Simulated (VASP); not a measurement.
Input of a VASP 6.6.1 run:

INCAR

```
SYSTEM = HfC
ALGO = Normal
EDIFF = 1E-6
ENCUT = 520
ISIF = 2
ISMEAR = -1
LASPH = .True.
LCHARG = .True.
LELF = .True.
LREAL = .False.
LVHAR = .True.
LWAVE = .False.
NBANDS = 14
NELM = 100
PREC = Accurate
SIGMA = 0.05
```

File KPOINTS:

```
k-points
0
Gamma
  10 10 10
  0 0 0
```

The input POSCAR:

```
HfC
1.0
    0.0000000000      2.3403977997      2.3403977997
    2.3403977997      0.0000000000      2.3403977997
    2.3403977997      2.3403977997      0.0000000000
Hf C
1 1
Direct
    0.5000000000      0.5000000000      0.5000000000
    0.0000000000      0.0000000000      0.0000000000
```

Potentials or basis: VASP PAW LDA potentials, release 64 (Hf_pv, C).

Run with:

```sh
$ cat potpaw_LDA.64/Hf_pv/POTCAR potpaw_LDA.64/C/POTCAR > POTCAR
$ mpirun -np 1 vasp_std > vasp.out
```

(1) Estimate the band gap on the k mesh.

(2) Estimate the pressure.

Answers

(1) zero (band 7 reaches 6.71 eV, above the bottom of band 8 at 5.31 eV).

(2) -15.7 GPa.

Caveat: spin-orbit coupling is left out, which moves the levels of the heavy elements.
